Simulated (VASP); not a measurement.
Here is a VASP 6.6.1 calculation.

Contents of INCAR:

```
SYSTEM = SnO2
PREC = Accurate
ENCUT = 520
EDIFF = 1E-6
ISMEAR = 0
SIGMA = 0.05
LREAL = .False.
LASPH = .True.
NELM = 60
ALGO = Normal
ISIF = 2
LWAVE = .False.
LCHARG = .False.
GGA = PE
NBANDS = 35
```

KPOINTS

```
Automatic mesh
0
Gamma
  6 6 10
  0 0 0
```

Contents of POSCAR:

```
SnO2
1.0
    4.8386028847      0.0389137213     -0.0215447885
    0.0389137213      4.7796443190      0.0046131684
   -0.0144511921      0.0030942881      3.2350506073
Sn O
2 4
Direct
   -0.0032294367      0.0202048917      0.0049574309
    0.5224231586      0.5017941267      0.4997811363
    0.2548646189      0.2584610882      0.0124201468
    0.8066627223      0.1605803061      0.5193210254
    0.2342092133      0.8117939652      0.4830069936
    0.6850697236      0.7471656221     -0.0194867329
```

Potentials or basis: VASP PAW PBE potentials, release 64 (Sn_d, O).

The run is started by

```sh
$ cat potpaw_PBE.64/Sn_d/POTCAR potpaw_PBE.64/O/POTCAR > POTCAR
$ mpirun -np 1 vasp_std > vasp.out
```

Task: Estimate the largest force.

Result: 13.173 eV/Å.

Task: Predict the band gap on the k mesh.

Result: 0.13 eV (least direct gap 0.20 eV).

Forces on the atoms (eV/Å):
```
Sn  -3.109 -8.498  0.809
Sn  -1.583  0.083 -0.371
O    9.494  9.132 -0.023
O   -2.710  2.943 -1.485
O   -1.352 -0.520  0.421
O   -0.741 -3.139  0.648
```

Caveat: the cell differs from its parent crystal (atoms moved at random and the cell strained at random); spin-orbit coupling is left out, which moves the levels of the heavy elements; forces of over 1 eV/Å act on the atoms, so gaps and moduli don't describe the material at rest. A k mesh can miss the band edges.
